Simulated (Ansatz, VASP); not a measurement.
**One calculation of ZnS, two programs**

```
CELL_PARAMETERS angstrom
0.00000 2.40778 2.40778
2.40778 0.00000 2.40778
2.40778 2.40778 0.00000
ATOMIC_POSITIONS crystal
S 0.00000 0.00000 0.00000
Zn 0.50000 0.50000 0.50000
```

Alike in both runs: task single point; functional PBE; k mesh 12 × 12 × 12; occupations gaussian, width 0.05 eV; no spin polarisation.

|  | VASP | Ansatz |
| --- | --- | --- |
| version | VASP 6.6.1 | Ansatz 0.2.0 |
| potentials or method | VASP PAW PBE potentials, release 64 (S, Zn), cutoff 520 eV | scalar-relativistic, plane waves, PAW |
| valence electrons in the cell | 18 | 18 |

```csv
,VASP,Ansatz,Ansatz less VASP
gap on the k mesh at the Fermi level (eV),none,none,-
pressure (GPa),22.6,22.2,-0.36
```

A gap of «none» marks a metal or a gap that the smearing closes. The functional is the same, so the differences come from potentials, cutoffs and numerics.
